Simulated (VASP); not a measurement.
BiTe: single point with PBE

BiTe:

```
CELL_PARAMETERS angstrom
4.14976 0.00000 0.00000
-2.07488 3.59380 0.00000
0.00000 0.00000 4.44051
ATOMIC_POSITIONS crystal
Bi 0.00000 0.00000 0.00000
Te 0.66667 0.33333 0.50000
```

```
Program             : VASP 6.6.1
Task                : single point
Functional          : PBE
Potentials or basis : VASP PAW PBE potentials, release 64 (Bi_d, Te)
Cutoff              : 500 eV
k mesh              : 10 × 10 × 8
Occupations         : gaussian, width 0.05 eV
Spin                : no spin polarisation
```

```json
{
  "Pressure": "0.0 GPa"
}
```

Levels at points of the mesh, in eV from the Fermi level:
| k point | band 6 | band 7 | band 8 | band 9 | band 10 | band 11 | band 12 | band 13 | band 14 | band 15 |
| --- | --- | --- | --- | --- | --- | --- | --- | --- | --- | --- |
| (0.00, 0.00, 0.00) | -13.50 | -8.55 | -3.94 | -1.47 | -1.47 | 1.71 | 1.71 | 3.28 | 4.25 | 5.38 |
| (0.50, 0.00, 0.00) | -11.87 | -10.41 | -3.33 | -2.91 | -2.13 | -0.31 | 0.28 | 3.02 | 3.23 | 7.52 |
| (0.00, 0.00, 0.50) | -11.78 | -11.74 | -0.82 | -0.63 | -0.63 | 0.28 | 1.06 | 1.06 | 6.54 | 6.54 |
| (0.50, 0.00, 0.50) | -10.88 | -10.73 | -5.04 | -5.04 | -1.42 | -0.21 | 1.33 | 1.61 | 7.64 | 7.74 |

It took 64 s on 1 thread of Intel(R) Xeon(R) Platinum 8488C (Sapphire Rapids), on a shared host, peak memory 0.23 GiB.

Caveat: spin-orbit coupling is left out, which moves the levels of the heavy elements.
